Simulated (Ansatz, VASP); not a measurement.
**Two plane-wave programs on Ge**

```
Ge
1.0
     0.00000    8.48673    8.48673
     8.48673    0.00000    8.48673
     8.48673    8.48673    0.00000
Ge
53
Direct
  0.99921 0.99925 0.33245
  0.99898 0.99946 0.66903
  0.99942 0.33188 0.99939
  0.99794 0.33385 0.33410
  0.99921 0.33234 0.66922
  0.99916 0.66841 0.99925
  0.99932 0.66825 0.33338
  0.99928 0.66694 0.66701
  0.33223 0.99932 0.99921
  0.33362 0.99815 0.33409
  0.33182 0.99956 0.66923
  0.33373 0.33397 0.99805
  0.33388 0.33384 0.33420
  0.33353 0.33369 0.66639
  0.33303 0.66841 0.99937
  0.33361 0.66663 0.33352
  0.33343 0.66670 0.66641
  0.66821 0.99955 0.99915
  0.66837 0.99938 0.33290
  0.66682 0.99937 0.66679
  0.66851 0.33300 0.99913
  0.66641 0.33367 0.33344
  0.66635 0.33385 0.66628
  0.66704 0.66694 0.99922
  0.66640 0.66663 0.33349
  0.66677 0.66720 0.66681
  0.08153 0.08120 0.08146
  0.08466 0.08493 0.41518
  0.08117 0.08171 0.75555
  0.08480 0.41478 0.08500
  0.08496 0.41458 0.41549
  0.08399 0.41744 0.74939
  0.08331 0.75003 0.08345
  0.08417 0.74945 0.41743
  0.08400 0.74963 0.74922
  0.41439 0.08508 0.08498
  0.41465 0.08495 0.41537
  0.41728 0.08413 0.74920
  0.41492 0.41480 0.08512
  0.41713 0.41737 0.41703
  0.41708 0.41743 0.74846
  0.41748 0.74949 0.08395
  0.41717 0.74873 0.41712
  0.41714 0.74968 0.74927
  0.75118 0.08312 0.08273
  0.74932 0.08421 0.41716
  0.74912 0.08439 0.74905
  0.74951 0.41734 0.08386
  0.74847 0.41740 0.41698
  0.74933 0.41768 0.74907
  0.74924 0.74960 0.08402
  0.74935 0.74949 0.41715
  0.75008 0.75021 0.74986
```

Alike in both runs: task single point; functional PBE; k mesh 1 × 1 × 1; occupations gaussian, width 0.05 eV; collinear spin.

|  | VASP | Ansatz |
| --- | --- | --- |
| version | VASP 6.6.1 | Ansatz 0.2.0 |
| potentials or method | VASP PAW PBE potentials, release 64 (Ge_d), cutoff 410 eV | scalar-relativistic, plane waves, PAW |
| valence electrons in the cell | 742 | 742 |

VASP gave:

- gap on the k mesh at the Fermi level (eV): 0.20
- rms of the force components (eV/Å): 0.006
- net moment per atom (μB): 0.00

Task: What did Ansatz give for the same quantities?

Result: gap on the k mesh at the Fermi level (eV): 0.20; rms of the force components (eV/Å): 0.005; net moment per atom (μB): 0.00.

Atom by atom the forces differ by 0.001 eV/Å (rms over components). Ansatz's warnings: stability check not made.
